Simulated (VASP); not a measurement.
# Mg2FeH6 (Fm-3m) in VASP: a series of runs

The runs below take Mg2FeH6 through single point, with LDA.

Program: VASP 6.6.1. These are calculated values, not measurements. Logs are shortened: lines on timing, memory, paths and dates and some standing lists are left out, and cuts for length are marked.

## 1. The cell of the first run

The structure is cubic, space group Fm-3m (No. 225). Conventional cell: a = 6.151 Å, b = 6.151 Å, c = 6.151 Å, α = 90.00°, β = 90.00°, γ = 90.00°. Mg (site symmetry -43m) has 12 H at 2.17 Å and 4 Fe at 2.66 Å within 2.9 Å. Fe (site symmetry m-3m) has 6 H at 1.53 Å within 2.0 Å. H (site symmetry 4mm) has 1 Fe at 1.53 Å within 2.0 Å.

## 2. Single point, LDA (volume scaled by 0.94, then relaxed in part)

INCAR reads:

```
ALGO = Normal
EDIFF = 1E-6
ENCUT = 520
ISIF = 2
ISMEAR = 0
LASPH = T
LCHARG = T
LELF = T
LREAL = F
LVHAR = T
LWAVE = F
NBANDS = 19
NELM = 80
PREC = Accurate
SIGMA = 0.02
```

KPOINTS reads:

```
k-points
0
Gamma
  8 8 8
```

POSCAR reads:

```
Mg2FeH6
1.0
    0.0000000000      3.0753595150      3.0753595150
    3.0753595150      0.0000000000      3.0753595150
    3.0753595150      3.0753595150      0.0000000000
Mg Fe H
2 1 6
Direct
    0.2500000000      0.2500000000      0.2500000000
    0.7500000000      0.7500000000      0.7500000000
    0.0000000000      0.0000000000      0.0000000000
    0.7511383794      0.2488616206      0.2488616206
    0.2488616206      0.7511383794      0.2488616206
    0.2488616206      0.7511383794      0.7511383794
    0.7511383794      0.2488616206      0.7511383794
    0.2488616206      0.2488616206      0.7511383794
    0.7511383794      0.7511383794      0.2488616206
```

Potentials or basis: VASP PAW LDA potentials, release 64 (Mg, Fe, H).

On the command line:

```
$ cat potpaw_LDA.64/Mg/POTCAR potpaw_LDA.64/Fe/POTCAR potpaw_LDA.64/H/POTCAR > POTCAR
$ mpirun -np 1 vasp_std > vasp.out
```

OUTCAR:

```text
EDIFF = 1E-6
   ENCUT = 520
   ISIF = 2
   ISMEAR = 0
   LASPH = T
   LREAL = F
   NELM = 80
   PREC = Accurate

 ion  position               nearest neighbor table
   1  0.250  0.250  0.250-   4 2.17   7 2.17   9 2.17   5 2.17   6 2.17   9 2.17   6 2.17   7 2.17
                             8 2.17   4 2.17   5 2.17   8 2.17   3 2.66   3 2.66   3 2.66   3 2.66
   2  0.750  0.750  0.750-   6 2.17   7 2.17   9 2.17   4 2.17   5 2.17   9 2.17   4 2.17   7 2.17
                             8 2.17   5 2.17   6 2.17   8 2.17   3 2.66   3 2.66   3 2.66   3 2.66
   3  0.000  0.000  0.000-   4 1.53   5 1.53   6 1.53   7 1.53   8 1.53   9 1.53   2 2.66   2 2.66
                             1 2.66   1 2.66   2 2.66   1 2.66   2 2.66   1 2.66
   4  0.751  0.249  0.249-   3 1.53   2 2.17   1 2.17   2 2.17   1 2.17
   5  0.249  0.751  0.249-   3 1.53   2 2.17   1 2.17   2 2.17   1 2.17
   6  0.249  0.751  0.751-   3 1.53   2 2.17   2 2.17   1 2.17   1 2.17
   7  0.751  0.249  0.751-   3 1.53   2 2.17   2 2.17   1 2.17   1 2.17
   8  0.249  0.249  0.751-   3 1.53   2 2.17   1 2.17   2 2.17   1 2.17
   9  0.751  0.751  0.249-   3 1.53   2 2.17   2 2.17   1 2.17   1 2.17

  LATTYP: Found a face centered cubic cell.
 ALAT       =     6.1507190300

  Lattice vectors:

 A1 = (   0.0000000000,   3.0753595150,   3.0753595150)
 A2 = (   3.0753595150,   0.0000000000,   3.0753595150)
 A3 = (   3.0753595150,   3.0753595150,   0.0000000000)

Analysis of symmetry for initial positions (statically):
=====================================================================
 Subroutine PRICEL returns:
 Original cell was already a primitive cell.

 Routine SETGRP: Setting up the symmetry group for a
 face centered cubic supercell.

 Subroutine GETGRP returns: Found 48 space group operations
 (whereof 48 operations were pure point group operations)
 out of a pool of 48 trial point group operations.

The static configuration has the point symmetry O_h .

Analysis of symmetry for dynamics (positions and initial velocities):
=====================================================================
 Subroutine PRICEL returns:
 Original cell was already a primitive cell.

 Routine SETGRP: Setting up the symmetry group for a
 face centered cubic supercell.

 Subroutine GETGRP returns: Found 48 space group operations
 (whereof 48 operations were pure point group operations)
 out of a pool of 48 trial point group operations.

The dynamic configuration has the point symmetry O_h .

 Subroutine INISYM returns: Found 48 space group operations
 (whereof 48 operations are pure point group operations),
 and found     1 'primitive' translations

----------------------------------------------------------------------------------------

                                     Primitive cell

  volume of cell :      58.1725

  direct lattice vectors                    reciprocal lattice vectors
     0.000000000  3.075359515  3.075359515    -0.162582618  0.162582618  0.162582618
     3.075359515  0.000000000  3.075359515     0.162582618 -0.162582618  0.162582618
     3.075359515  3.075359515  0.000000000     0.162582618  0.162582618 -0.162582618

  length of vectors
     4.349215135  4.349215135  4.349215135     0.281601354  0.281601354  0.281601354

  position of ions in fractional coordinates (direct lattice)
     0.250000000  0.250000000  0.250000000
     0.750000000  0.750000000  0.750000000
     0.000000000  0.000000000  0.000000000
     0.751138379  0.248861621  0.248861621
     0.248861621  0.751138379  0.248861621
     0.248861621  0.751138379  0.751138379
     0.751138379  0.248861621  0.751138379
     0.248861621  0.248861621  0.751138379
     0.751138379  0.751138379  0.248861621

  ion indices of the primitive-cell ions
   primitive index   ion index
                 1           1
                 2           2
                 3           3
                 4           4
                 5           5
                 6           6
                 7           7
                 8           8
                 9           9

----------------------------------------------------------------------------------------

 KPOINTS: k-points

Automatic generation of k-mesh.
 Grid dimensions read from file:
 generate k-points for:    8    8    8

 Generating k-lattice:

  Cartesian coordinates                     Fractional coordinates (reciprocal lattice)
    -0.020322827  0.020322827  0.020322827     0.125000000  0.000000000  0.000000000
     0.020322827 -0.020322827  0.020322827     0.000000000  0.125000000  0.000000000
     0.020322827  0.020322827 -0.020322827     0.000000000  0.000000000  0.125000000

  Length of vectors
     0.035200169  0.035200169  0.035200169

  Shift w.r.t. Gamma in fractional coordinates (k-lattice)
     0.000000000  0.000000000  0.000000000

 Subroutine IBZKPT returns following result:
 ===========================================

 Found     29 irreducible k-points:

 Following reciprocal coordinates:
            Coordinates               Weight
  0.000000  0.000000  0.000000      1.000000
  0.125000  0.000000  0.000000      8.000000
  0.250000  0.000000  0.000000      8.000000
  0.375000  0.000000  0.000000      8.000000
  0.500000  0.000000  0.000000      4.000000
  0.125000  0.125000  0.000000      6.000000
[... 16 lines left out ...]
  0.500000  0.250000  0.125000     48.000000
 -0.375000  0.250000  0.125000     24.000000
 [... further k-points ...]
   k-points           NKPTS =     29   k-points in BZ     NKDIM =     29   number of bands    NBANDS=     19
   number of dos      NEDOS =    301   number of ions     NIONS =      9
   total plane-waves  NPLWV =  32768
   dimension x,y,z NGX =    32 NGY =   32 NGZ =   32
   dimension x,y,z NGXF=    64 NGYF=   64 NGZF=   64
   ions per type =               2   1   6
   NGX,Y,Z   is equivalent  to a cutoff of  12.23, 12.23, 12.23 a.u.
   NGXF,Y,Z  is equivalent  to a cutoff of  24.46, 24.46, 24.46 a.u.
 SYSTEM =  unknown system
   PREC   = accura    normal or accurate (medium, high low for compatibility)
   ISTART =      0    job   : 0-new  1-cont  2-samecut
   ICHARG =      2    charge: 1-file 2-atom 10-const
   ISPIN  =      1    spin polarized calculation?
   LNONCOLLINEAR =      F non collinear calculations
   LSORBIT =      F    spin-orbit coupling
   LASPH  =      T    aspherical Exc in radial PAW
   ENCUT  =  520.0 eV  38.22 Ry    6.18 a.u.   8.09  8.09  8.09*2*pi/ulx,y,z
   NELM   =     80;   NELMIN=  2; NELMDL= -5     # of ELM steps
   EDIFF  = 0.1E-05   stopping-criterion for ELM
   LREAL  =      F    real-space projection
   EDIFFG = 0.1E-04   stopping-criterion for IOM
   NSW    =      0    number of steps for IOM
   IBRION =     -1    ionic relax: 0-MD 1-quasi-New 2-CG
   NFREE  =      0    steps in history (QN), initial steepest desc. (CG)
   ISIF   =      2    stress and relaxation
   ISYM   =      2    0-nonsym 1-usesym 2-fastsym
   POTIM  = 0.5000    time-step for ionic-motion
   TEBEG  =    0.0;   TEEND  =   0.0 temperature during run
   PSTRESS=    0.0 pullay stress
   NELECT =      18.0000    total number of electrons
   NUPDOWN=      -1.0000    fix difference up-down
   EMIN   =  10.00;   EMAX   =-10.00  energy-range for DOS
   EFERMI =   0.00;   METHOD = LEGACY
   ISMEAR =     0;   SIGMA  =   0.02  broadening in eV -4-tet -1-fermi 0-gaus
   EFERMI_NEDOS =   21; number of points for ismear=-14 and -15
   IALGO  =     38    algorithm
   IMIX   =      4    mixing-type and parameters
     AMIX     =   0.40;   BMIX     =  1.00
     AMIX_MAG =   1.60;   BMIX_MAG =  1.00
  volume/ion in A,a.u.               =       6.46        43.62
  Fermi-wavevector in a.u.,A,eV,Ry     =   1.107286  2.092467 16.681860  1.226082
  Thomas-Fermi vector in A             =   2.243798
   LORBIT       =      0    0 simple, 1 ext, 2 COOP (PROOUT), +10 PAW based schemes
   GGA     = CA    functional components
   LHFCALC =     F    Hartree Fock is set to
   AEXX    =    0.0000 exact exchange contribution
   IVDW    =     0    specifies the selected vdW correction
   LEPSILON=     F    determine dielectric tensor
   LRPA    =     F    only Hartree local field effects (RPA)
 non-spin polarized calculation
 Gauss-broadening in eV      SIGMA  =   0.02
  energy-cutoff  :      520.00
  volume of cell :       58.17
 maximum number of plane-waves:      1588
   NGX = 17   NGY = 17   NGZ = 17

 number of electron      18.0000010 magnetization

 Free energy of the ion-electron system (eV)
  ---------------------------------------------------
  ext. energy  EPLUGINS =         0.00000000
  ---------------------------------------------------
  free energy    TOTEN  =       -37.55441426 eV

  energy without entropy =      -37.55441426  energy(sigma->0) =      -37.55441426

 E-fermi :   3.0082     XC(G=0): -10.9267

 val. band max:        2.8630157628   @ k =  -0.2500   0.5000   0.2500
 cond. band min:       4.6776184958   @ k =   0.5000   0.5000   0.0000
 fundamental gap:      1.8146027330
 Fermi energy:         3.0082149341

 k-point     1 :       0.0000    0.0000    0.0000
  band No.  band energies     occupation
      1      -7.2404      2.00000
      2      -0.4796      2.00000
      3      -0.4796      2.00000
      4       0.7400      2.00000
      5       0.7400      2.00000
      6       0.7400      2.00000
[... 11 lines left out ...]
     18      10.3059      0.00000
     19      10.9751      0.00000

 k-point     2 :       0.1250    0.0000    0.0000
  band No.  band energies     occupation
      1      -7.0624      2.00000
      2      -0.6077      2.00000
      3      -0.6077      2.00000
      4      -0.0213      2.00000
      5       0.8024      2.00000
      6       0.8024      2.00000
[... 476 lines left out ...]
 k-point    24 :      -0.3750    0.2500    0.1250
  band No.  band energies     occupation
      1      -4.3159      2.00000
      2      -3.9533      2.00000
      3      -1.5266      2.00000
      4      -1.2709      2.00000
      5      -0.0192      2.00000
      6       0.9500      2.00000
[... 11 lines left out ...]
     18      16.0969      0.00000
     19      16.2278      0.00000

 [... further k-points ...]
[... 5 lines left out ...]
  --------------------------------------------------------------------------------------
  -------------------------------------------------------------------------------------
  Total        2.0745952      2.0745952      2.0745952      0.0000000      0.0000000      0.0000000
  in kB       57.1381647     57.1381647     57.1381647      0.0000000      0.0000000      0.0000000
  external PRESSURE =      57.1381647 kB  Pullay stress =       0.0000000 kB

 VOLUME and BASIS-vectors are now :
 -----------------------------------------------------------------------------
  energy-cutoff  :      520.00
  volume of cell :       58.17
      direct lattice vectors                 reciprocal lattice vectors
     0.000000000  3.075359515  3.075359515    -0.162582618  0.162582618  0.162582618
     3.075359515  0.000000000  3.075359515     0.162582618 -0.162582618  0.162582618
     3.075359515  3.075359515  0.000000000     0.162582618  0.162582618 -0.162582618

 POSITION                                       TOTAL-FORCE (eV/Angst)
 -----------------------------------------------------------------------------------
      1.53768      1.53768      1.53768         0.000000      0.000000      0.000000
      4.61304      4.61304      4.61304         0.000000      0.000000      0.000000
      0.00000      0.00000      0.00000         0.000000      0.000000      0.000000
      1.53068      3.07536      3.07536         0.043412      0.000000      0.000000
      3.07536      1.53068      3.07536         0.000000      0.043412      0.000000
      4.62004      3.07536      3.07536        -0.043412      0.000000      0.000000
      3.07536      4.62004      3.07536         0.000000     -0.043412      0.000000
      3.07536      3.07536      1.53068         0.000000      0.000000      0.043412
      3.07536      3.07536      4.62004         0.000000      0.000000     -0.043412
 -----------------------------------------------------------------------------------
    total drift:                                0.000000     -0.000000      0.000000

  FREE ENERGIE OF THE ION-ELECTRON SYSTEM (eV)
  ---------------------------------------------------
  free  energy   TOTEN  =       -37.5544142575 eV

  energy  without entropy=      -37.5544142575  energy(sigma->0) =      -37.55441426
```

It took 11 s on 1 thread of Intel Xeon 6975P-C (Granite Rapids), shared host; peak memory 0.17 GiB.

What came out:

- Free energy: -37.5544 eV
- Pressure: 5.7 GPa
- Largest force: 0.043 eV/Å
- Band gap on the k mesh: 1.81 eV, direct

Forces in eV/Å, atoms in the order of the input:
```
Mg   0.000  0.000  0.000
Mg   0.000  0.000  0.000
Fe   0.000  0.000  0.000
H    0.043  0.000  0.000
H    0.000  0.043  0.000
H   -0.043  0.000  0.000
H    0.000 -0.043  0.000
H    0.000  0.000  0.043
H    0.000  0.000 -0.043
```

 A k mesh can miss the band edges.

## 3. Single point, LDA (volume scaled by 0.97, then relaxed in part)

INCAR reads:

```
ALGO = Normal
EDIFF = 1E-7
ENCUT = 520
ISIF = 2
ISMEAR = 0
LASPH = True
LCHARG = False
LREAL = False
LWAVE = False
NBANDS = 19
NELM = 80
PREC = Accurate
SIGMA = 0.02
```

KPOINTS is that of step 2.

POSCAR reads:

```
Mg2FeH6
1.0
    0.0000000000      3.1077340995      3.1077340995
    3.1077340995      0.0000000000      3.1077340995
    3.1077340995      3.1077340995      0.0000000000
Mg Fe H
2 1 6
Direct
    0.2500000000      0.2500000000      0.2500000000
    0.7500000000      0.7500000000      0.7500000000
    0.0000000000      0.0000000000      0.0000000000
    0.7530175908      0.2469824092      0.2469824092
    0.2469824092      0.7530175908      0.2469824092
    0.2469824092      0.7530175908      0.7530175908
    0.7530175908      0.2469824092      0.7530175908
    0.2469824092      0.2469824092      0.7530175908
    0.7530175908      0.7530175908      0.2469824092
```

Potentials or basis: VASP PAW LDA potentials, release 64 (Mg, Fe, H).

On the command line:

```
$ cat potpaw_LDA.64/Mg/POTCAR potpaw_LDA.64/Fe/POTCAR potpaw_LDA.64/H/POTCAR > POTCAR
$ mpirun -np 1 vasp_std > vasp.out
```

OUTCAR:

```text
EDIFF = 1E-7
   ENCUT = 520
   ISIF = 2
   ISMEAR = 0
   LASPH = True
   LREAL = False
   NELM = 80
   PREC = Accurate

 ion  position               nearest neighbor table
   1  0.250  0.250  0.250-   4 2.20   7 2.20   9 2.20   5 2.20   6 2.20   9 2.20   6 2.20   7 2.20
                             8 2.20   4 2.20   5 2.20   8 2.20   3 2.69   3 2.69   3 2.69   3 2.69
   2  0.750  0.750  0.750-   6 2.20   7 2.20   9 2.20   4 2.20   5 2.20   9 2.20   4 2.20   7 2.20
                             8 2.20   5 2.20   6 2.20   8 2.20   3 2.69   3 2.69   3 2.69   3 2.69
   3  0.000  0.000  0.000-   4 1.54   5 1.54   6 1.54   7 1.54   8 1.54   9 1.54   2 2.69   2 2.69
                             1 2.69   2 2.69   2 2.69   1 2.69   1 2.69   1 2.69
[... 751 lines left out ...]

 VOLUME and BASIS-vectors are now :
 -----------------------------------------------------------------------------
  energy-cutoff  :      520.00
  volume of cell :       60.03
      direct lattice vectors                 reciprocal lattice vectors
     0.000000000  3.107734100  3.107734100    -0.160888925  0.160888925  0.160888925
     3.107734100  0.000000000  3.107734100     0.160888925 -0.160888925  0.160888925
     3.107734100  3.107734100  0.000000000     0.160888925  0.160888925 -0.160888925

 POSITION                                       TOTAL-FORCE (eV/Angst)
 -----------------------------------------------------------------------------------
      1.55387      1.55387      1.55387         0.000000      0.000000     -0.000000
      4.66160      4.66160      4.66160        -0.000000     -0.000000     -0.000000
      0.00000      0.00000      0.00000        -0.000000      0.000000      0.000000
      1.53511      3.10773      3.10773         0.041866      0.000000      0.000000
      3.10773      1.53511      3.10773        -0.000000      0.041866      0.000000
      4.68036      3.10773      3.10773        -0.041866      0.000000      0.000000
      3.10773      4.68036      3.10773        -0.000000     -0.041866      0.000000
      3.10773      3.10773      1.53511        -0.000000      0.000000      0.041866
      3.10773      3.10773      4.68036        -0.000000      0.000000     -0.041866
 -----------------------------------------------------------------------------------
    total drift:                               -0.000000      0.000000     -0.000000

  FREE ENERGIE OF THE ION-ELECTRON SYSTEM (eV)
  ---------------------------------------------------
  free  energy   TOTEN  =       -37.5994865771 eV

  energy  without entropy=      -37.5994865771  energy(sigma->0) =      -37.59948658
```

OSZICAR:

```text
N       E                     dE             d eps       ncg     rms          rms(c)
DAV:   1     0.621612851775E+02    0.62161E+02   -0.74495E+03  1102   0.887E+02
DAV:   2    -0.353495319088E+02   -0.97511E+02   -0.85062E+02  1119   0.185E+02
DAV:   3    -0.406610394281E+02   -0.53115E+01   -0.52439E+01  1417   0.526E+01
DAV:   4    -0.407252650483E+02   -0.64226E-01   -0.64143E-01  1299   0.521E+00
DAV:   5    -0.407261043610E+02   -0.83931E-03   -0.83927E-03  1323   0.667E-01    0.185E+01
DAV:   6    -0.405064252347E+02    0.21968E+00   -0.11661E+01  1204   0.663E+01    0.115E+01
DAV:   7    -0.381853741821E+02    0.23211E+01   -0.67765E+00  1320   0.630E+01    0.696E+00
DAV:   8    -0.376074483489E+02    0.57793E+00   -0.10078E+00  1309   0.158E+01    0.146E+00
DAV:   9    -0.376038579308E+02    0.35904E-02   -0.14437E-01  1556   0.265E+00    0.798E-01
DAV:  10    -0.375995144388E+02    0.43435E-02   -0.11072E-02  1295   0.157E+00    0.141E-01
DAV:  11    -0.375995309384E+02   -0.16500E-04   -0.74609E-04  1698   0.339E-01    0.739E-02
DAV:  12    -0.375994866401E+02    0.44298E-04   -0.68336E-05  1231   0.167E-01    0.203E-02
DAV:  13    -0.375994872531E+02   -0.61298E-06   -0.84430E-06  1222   0.167E-02    0.599E-03
DAV:  14    -0.375994866362E+02    0.61685E-06   -0.95032E-07  1556   0.140E-02    0.249E-03
DAV:  15    -0.375994865771E+02    0.59097E-07   -0.72785E-08   671   0.340E-03
   1 F= -.37599487E+02 E0= -.37599487E+02  d E =-.754784E-16
```

Wall time 17 s (1 thread of Intel Xeon 6975P-C (Granite Rapids), shared host); peak memory 0.19 GiB.

What came out:

```yaml
Free_energy: -37.5995 eV
Pressure: 2.3 GPa
Largest_force: 0.042 eV/Å
Band_gap_on_the_k_mesh: 1.79 eV, direct
```

Forces in eV/Å, atoms in the order of the input:
```
Mg   0.000  0.000  0.000
Mg   0.000  0.000  0.000
Fe   0.000  0.000  0.000
H    0.042  0.000  0.000
H    0.000  0.042  0.000
H   -0.042  0.000  0.000
H    0.000 -0.042  0.000
H    0.000  0.000  0.042
H    0.000  0.000 -0.042
```

 Spin polarisation is off, so any magnetic state and its effect on volume and gap are missing.
